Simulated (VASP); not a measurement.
# Ru in VASP: single point with r2SCAN

Aim: the single point of Ru with r2SCAN.

Program: VASP 6.6.1. These are calculated values, not measurements. Logs are shortened: lines on timing, memory, paths and dates and some standing lists are left out, and cuts for length are marked.

## Step 1: The cell of the first run

The cell holds a slab with vacuum, 16 atoms: a = 5.400 Å, b = 5.400 Å, c = 19.415 Å, α = 90.00°, β = 90.00°, γ = 60.00°.

## Step 2: Single point, r2SCAN

File POSCAR:

```
Ru
1.0
    5.3999998958      0.0000000000      0.0000000000
    2.6999999479      4.6765370902      0.0000000000
    0.0000000000      0.0000000000     19.4152000000
Ru
16
Direct
   -0.1666666667      0.3333333333      0.0515060000
    0.3333333333      0.3333333333      0.0515060000
   -0.1666666667      0.8333333333      0.0515060000
    0.3333333333      0.8333333333      0.0515060000
    0.0000000000      0.0000000000      0.1556349341
    0.5000000000      0.0000000000      0.1556349341
    0.0000000000      0.5000000000      0.1556349341
    0.5000000000      0.5000000000      0.1556349341
   -0.1666666667      0.3333333333      0.2673441410
    0.3333333333      0.3333333333      0.2673441410
   -0.1666666667      0.8333333333      0.2673441410
    0.3333333333      0.8333333333      0.2673441410
    0.0000000000      0.0000000000      0.3717460839
    0.5000000000      0.0000000000      0.3717460839
    0.0000000000      0.5000000000      0.3717460839
    0.5000000000      0.5000000000      0.3717460839
```

File INCAR.step1:

```
PREC = Accurate
ENCUT = 520
ISMEAR = -1
SIGMA = 0.05
LREAL = Auto
LASPH = True
NELM = 100
NBANDS = 126
GGA = PE
ALGO = Normal
EDIFF = 1E-4
LWAVE = True
LCHARG = False
```

File INCAR.step2:

```
PREC = Accurate
ENCUT = 520
EDIFF = 1E-6
ISMEAR = -1
SIGMA = 0.05
LREAL = Auto
LASPH = True
NELM = 100
ALGO = Normal
ISIF = 2
LWAVE = False
LCHARG = True
METAGGA = R2SCAN
LMIXTAU = True
LELF = True
LVHAR = True
NBANDS = 126
ISTART = 1
```

File KPOINTS:

```
regular mesh
0
Gamma
  2 2 1
```

Potentials or basis: VASP PAW PBE potentials, release 64 (Ru_pv).

Run with:

```bash
> cat potpaw_PBE.64/Ru_pv/POTCAR > POTCAR
> cp INCAR.step1 INCAR
> mpirun -np 1 vasp_std > vasp.out
> cp INCAR.step2 INCAR
> mpirun -np 1 vasp_std > vasp.out
```

OUTCAR:

```text
PREC = Accurate
   ENCUT = 520
   EDIFF = 1E-6
   ISMEAR = -1
   LREAL = Auto
   LASPH = True
   NELM = 100
   ISIF = 2
   METAGGA = R2SCAN
   ISTART = 1

 ion  position               nearest neighbor table
   1  0.833  0.333  0.052-   8 2.55   5 2.55   7 2.55   2 2.70   2 2.70   3 2.70   4 2.70   3 2.70
                             4 2.70
   2  0.333  0.333  0.052-   7 2.55   6 2.55   8 2.55   1 2.70   1 2.70   3 2.70   4 2.70   4 2.70
                             3 2.70
   3  0.833  0.833  0.052-   6 2.55   7 2.55   5 2.55   4 2.70   4 2.70   1 2.70   2 2.70   2 2.70
                             1 2.70
   4  0.333  0.833  0.052-   5 2.55   8 2.55   6 2.55   3 2.70   3 2.70   1 2.70   2 2.70   1 2.70
                             2 2.70
   5  0.000  0.000  0.156-   4 2.55   1 2.55   3 2.55  12 2.67   9 2.67  11 2.67   6 2.70   6 2.70
                             7 2.70   8 2.70   7 2.70   8 2.70
   6  0.500  0.000  0.156-   3 2.55   2 2.55   4 2.55  11 2.67  10 2.67  12 2.67   5 2.70   5 2.70
                             7 2.70   8 2.70   8 2.70   7 2.70
   7  0.000  0.500  0.156-   2 2.55   3 2.55   1 2.55  10 2.67  11 2.67   9 2.67   8 2.70   8 2.70
                             5 2.70   6 2.70   6 2.70   5 2.70
   8  0.500  0.500  0.156-   1 2.55   4 2.55   2 2.55   9 2.67  12 2.67  10 2.67   7 2.70   7 2.70
                             5 2.70   6 2.70   5 2.70   6 2.70
   9  0.833  0.333  0.267-  16 2.56  13 2.56  15 2.56   8 2.67   5 2.67   7 2.67  10 2.70  10 2.70
[... 22 lines left out ...]
 A1 = (  -2.6999999479,  -4.6765370902,   0.0000000000)
 A2 = (   5.3999998958,   0.0000000000,   0.0000000000)
 A3 = (   0.0000000000,   0.0000000000,  19.4152000000)

Analysis of symmetry for initial positions (statically):
=====================================================================
 Subroutine PRICEL returns following result:

  LATTYP: Found a hexagonal cell.
 ALAT       =     2.6999999479
 C/A-ratio  =     7.1908149536

  Lattice vectors:

 A1 = (  -1.3499999740,  -2.3382685451,   0.0000000000)
 A2 = (   2.6999999479,   0.0000000000,   0.0000000000)
 A3 = (   0.0000000000,   0.0000000000,  19.4152000000)

   4 primitive cells build up your supercell.

 Routine SETGRP: Setting up the symmetry group for a
 hexagonal supercell.

 Subroutine GETGRP returns: Found  6 space group operations
 (whereof  6 operations were pure point group operations)
 out of a pool of 24 trial point group operations.

The static configuration has the point symmetry C_3v.

Analysis of symmetry for dynamics (positions and initial velocities):
=====================================================================
 Subroutine PRICEL returns following result:

  LATTYP: Found a hexagonal cell.
 ALAT       =     2.6999999479
 C/A-ratio  =     7.1908149536
[... 113 lines left out ...]
   EFERMI_NEDOS =   21; number of points for ismear=-14 and -15
   IALGO  =     38    algorithm
   IMIX   =      4    mixing-type and parameters
     AMIX     =   0.40;   BMIX     =  1.00
     AMIX_MAG =   1.60;   BMIX_MAG =  1.00
  volume/ion in A,a.u.               =      30.64       206.79
  Fermi-wavevector in a.u.,A,eV,Ry     =   1.260872  2.382702 21.630501  1.589797
  Thomas-Fermi vector in A             =   2.394359
   LORBIT       =      0    0 simple, 1 ext, 2 COOP (PROOUT), +10 PAW based schemes
   METAGGA = R2SCAN    functional components
   LHFCALC =     F    Hartree Fock is set to
   AEXX    =    0.0000 exact exchange contribution
   IVDW    =     0    specifies the selected vdW correction
   LEPSILON=     F    determine dielectric tensor
   LRPA    =     F    only Hartree local field effects (RPA)
 non-spin polarized calculation
  energy-cutoff  :      520.00
  volume of cell :      490.30
 maximum number of plane-waves:     13220
   NGX = 21   NGY = 21   NGZ = 73

 number of electron     224.0000015 magnetization

 Free energy of the ion-electron system (eV)
  ---------------------------------------------------
  ext. energy  EPLUGINS =         0.00000000
  ---------------------------------------------------
  free energy    TOTEN  =      -398.99819763 eV

  energy without entropy =     -398.64778056  energy(sigma->0) =     -398.82298910

 E-fermi :   3.1258     XC(G=0):  -7.6969

 val. band max:        3.1124552410   @ k =   0.0000   0.0000   0.0000
 cond. band min:       3.1459027275   @ k =   0.5000   0.0000   0.0000
 fundamental gap:      0.0334474865
 Fermi energy:         3.1258306134

 k-point     1 :       0.0000    0.0000    0.0000
  band No.  band energies     occupation
      1     -42.1102      2.00000
      2     -42.0202      2.00000
      3     -42.0202      2.00000
      4     -42.0202      2.00000
      5     -41.9706      2.00000
      6     -41.9706      2.00000
[... 116 lines left out ...]
    123       4.6095      0.00000
    124       4.6095      0.00000

 k-point     2 :       0.5000    0.0000    0.0000
  band No.  band energies     occupation
      1     -41.9494      2.00000
      2     -41.9494      2.00000
      3     -41.8674      2.00000
      4     -41.8674      2.00000
      5     -41.8571      2.00000
      6     -41.8571      2.00000
[... 116 lines left out ...]
    123       4.1956      0.00000
    124       4.1956      0.00000
 [bands above 124 left out]

------------------------ aborting loop because EDIFF is reached ----------------------------------------

  FORCE on cell =-STRESS in cart. coord.  units (eV):
  Direction    XX          YY          ZZ          XY          YZ          ZX
  --------------------------------------------------------------------------------------
  -------------------------------------------------------------------------------------
  Total       -6.4048906     -6.4048906      2.3695242      0.0000000      0.0000000      0.0000000
  in kB      -20.9296659    -20.9296659      7.7430440      0.0000000      0.0000000      0.0000000
  external PRESSURE =     -11.3720960 kB  Pullay stress =       0.0000000 kB

 VOLUME and BASIS-vectors are now :
 -----------------------------------------------------------------------------
  energy-cutoff  :      520.00
  volume of cell :      490.30
      direct lattice vectors                 reciprocal lattice vectors
     5.399999896  0.000000000  0.000000000     0.185185189 -0.106916719  0.000000000
     2.699999948  4.676537090  0.000000000     0.000000000  0.213833437  0.000000000
     0.000000000  0.000000000 19.415200000     0.000000000  0.000000000  0.051506037

 POSITION                                       TOTAL-FORCE (eV/Angst)
 -----------------------------------------------------------------------------------
      5.40000      1.55885      1.00000         0.000000     -0.000000     -0.151252
      2.70000      1.55885      1.00000        -0.000000      0.000000     -0.151252
      6.75000      3.89711      1.00000         0.000000      0.000000     -0.151252
      4.05000      3.89711      1.00000         0.000000      0.000000     -0.151252
      0.00000      0.00000      3.02168         0.000000      0.000000      0.069809
      2.70000      0.00000      3.02168         0.000000     -0.000000      0.069809
[... 8 lines left out ...]
      1.35000      2.33827      7.21752        -0.000000     -0.000000      0.081577
      4.05000      2.33827      7.21752        -0.000000     -0.000000      0.081577
 -----------------------------------------------------------------------------------
    total drift:                                0.000000      0.000000      0.003791

  FREE ENERGIE OF THE ION-ELECTRON SYSTEM (eV)
  ---------------------------------------------------
  free  energy   TOTEN  =      -398.9981976336 eV

  energy  without entropy=     -398.6477805567  energy(sigma->0) =     -398.82298910
```

OSZICAR.step1:

```text
N       E                     dE             d eps       ncg     rms          rms(c)
DAV:   1     0.261256836260E+04    0.26126E+04   -0.14080E+05   608   0.174E+03
DAV:   2    -0.374086409756E+02   -0.26500E+04   -0.25797E+04   532   0.526E+02
DAV:   3    -0.145654511384E+03   -0.10825E+03   -0.10508E+03   728   0.924E+01
[... 11 lines left out ...]
DAV:  15    -0.140387697278E+03    0.56526E-03   -0.30451E-03   608   0.212E-01    0.174E-01
DAV:  16    -0.140386951503E+03    0.74577E-03   -0.15149E-03   504   0.112E-01    0.709E-02
DAV:  17    -0.140386654364E+03    0.29714E-03   -0.63165E-04   520   0.953E-02    0.608E-02
DAV:  18    -0.140386455562E+03    0.19880E-03   -0.11265E-04   352   0.332E-02    0.509E-02
DAV:  19    -0.140386517737E+03   -0.62174E-04   -0.10594E-04   344   0.413E-02
   1 F= -.14038652E+03 E0= -.14020839E+03  d E =-.356256E+00
```

Wall time 11 min (1 thread of Intel Xeon Platinum 8488C (Sapphire Rapids), shared host); peak memory 0.6 GiB.

What came out:

| Property | Result |
| --- | --- |
| Free energy | -398.9982 eV |
| Largest force | 0.151 eV/Å |
| Band gap on the k mesh | zero (band 112 reaches 4.19 eV, above the bottom of band 113 at 3.02 eV) |

Forces on the atoms (eV/Å):
```
Ru   0.000  0.000 -0.151
Ru   0.000  0.000 -0.151
Ru   0.000  0.000 -0.151
Ru   0.000  0.000 -0.151
Ru   0.000  0.000  0.070
Ru   0.000  0.000  0.070
Ru   0.000  0.000  0.070
Ru   0.000  0.000  0.070
Ru   0.000  0.000  0.000
Ru   0.000  0.000  0.000
Ru   0.000  0.000  0.000
Ru   0.000  0.000  0.000
Ru   0.000  0.000  0.082
Ru   0.000  0.000  0.082
Ru   0.000  0.000  0.082
Ru   0.000  0.000  0.082
```

Levels at points of the mesh, in eV from the Fermi level:
```tsv
k point	band 104	band 105	band 106	band 107	band 108	band 109	band 110	band 111	band 112	band 113
(0.00, 0.00, 0.00)	0.03	0.07	0.07	0.07	0.15	0.15	0.15	1.06	1.06	1.06
(0.50, 0.00, 0.00)	-1.71	-1.24	-1.24	-0.77	-0.77	-0.71	-0.71	-0.61	-0.61	-0.10
```

Caveat: the k points lie up to 0.67 Å⁻¹ apart; the PAW data sets were made with another functional, which shifts forces and pressure a little.
